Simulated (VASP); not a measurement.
PtS2, 3 atoms in the cell. Symmetry: P-3m1, No. 164, trigonal system. The conventional cell has a = 3.391 Å, b = 3.391 Å, c = 5.123 Å, α = 90.00°, β = 90.00°, γ = 120.00°. Pt (site symmetry -3m) has 6 S at 2.35 Å within 3.1 Å. Within 3.1 Å of S (site symmetry 3m) lie 3 Pt at 2.35 Å.  This cell differs from its parent crystal: biaxial xy strain -4.6%.

```yaml
Program: VASP 6.6.1
Task: single point
Functional: r2SCAN
Potentials_or_basis: VASP PAW PBE potentials, release 64 (Pt, S)
Cutoff: 520 eV
k_mesh: 12 × 12 × 6
Occupations: gaussian, width 0.01 eV
Spin: no spin polarisation
Dipole_correction: no
Further_INCAR_settings: ALGO = Normal; EDIFF = 1e-07; NBANDS = 18
```

Potentials or basis: VASP PAW PBE potentials, release 64 (Pt, S).

Command:

```sh
$ cat potpaw_PBE.64/Pt/POTCAR potpaw_PBE.64/S/POTCAR > POTCAR
$ cp INCAR.step1 INCAR
$ mpirun -np 1 vasp_std > vasp.out
$ cp INCAR.step2 INCAR
$ mpirun -np 1 vasp_std > vasp.out
```

Hardware: 1 thread of AMD EPYC 9R45 (Zen 5), with other jobs on the host.

Question: How long does it take, and how much memory?

Answer: Wall time 5.3 min on 1 thread of AMD EPYC 9R45 (Zen 5) (shared host), peak memory 0.21 GiB. Counts: k points 100.
